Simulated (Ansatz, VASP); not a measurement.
**WSe3 in VASP and in Ansatz**

```
CELL_PARAMETERS angstrom
0.00000 3.27244 3.27244
3.27244 0.00000 3.27244
3.27244 3.27244 0.00000
ATOMIC_POSITIONS crystal
W 0.00000 0.00000 0.00000
Se 0.50000 0.50000 0.50000
Se 0.25000 0.25000 0.25000
Se 0.75000 0.75000 0.75000
```

Alike in both runs: functional PBE; k mesh 12 × 12 × 12; occupations gaussian, width 0.1 eV; no spin polarisation.

Ansatz relaxed the structure, and its values are those at the end. VASP's run is a single point on that final structure, the one shown.

|  | VASP | Ansatz |
| --- | --- | --- |
| version | VASP 6.6.1 | Ansatz 0.2.0 |
| potentials or method | VASP PAW PBE potentials, release 64 (W_sv, Se), cutoff 520 eV | scalar-relativistic, plane waves, PAW |
| valence electrons in the cell | 32 | 62 |

Ansatz gave:

- gap on the k mesh at the Fermi level (eV): none
- pressure (GPa): 0.0

Problem. Which values does VASP return?

Solution. gap on the k mesh at the Fermi level (eV): none; pressure (GPa): 0.1.

A gap of «none» marks a metal or a gap that the smearing closes. VASP's potentials hold 32 valence electrons a cell and Ansatz's 62, so a difference there can come from the potentials and not from the codes.

Spin-orbit coupling is off throughout.
